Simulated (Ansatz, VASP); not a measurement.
**Two plane-wave programs on NiO**

```
CELL_PARAMETERS angstrom
0.00000 2.10204 2.10204
2.10204 0.00000 2.10204
2.10204 2.10204 0.00000
ATOMIC_POSITIONS crystal
Ni 0.00000 0.00000 0.00000
O 0.50000 0.50000 0.50000
```

Alike in both runs: task single point; functional PBE; k mesh 9 × 9 × 9; non-collinear spin, spin-orbit coupling.

|  | VASP | Ansatz |
| --- | --- | --- |
| version | VASP 6.6.1 | Ansatz 0.2.0 |
| potentials or method | VASP PAW PBE potentials, release 64 (Ni, O), cutoff 600 eV | PAW plane waves |
| occupations | methfessel-paxton of order 1, width 0.0126 eV | cold, width 0.0126 eV |
| valence electrons in the cell | 16 | 24 |

|  | VASP | Ansatz | Ansatz less VASP |
| --- | --- | --- | --- |
| pressure (GPa) | 1.3 | 1.7 | +0.38 |
| net moment per atom (μB) | 0.89 | 0.89 | +0.002 |

VASP's potentials hold 16 valence electrons a cell and Ansatz's 24, so a difference there can come from the potentials and not from the codes. Ansatz's warnings: stress scf threshold loose.
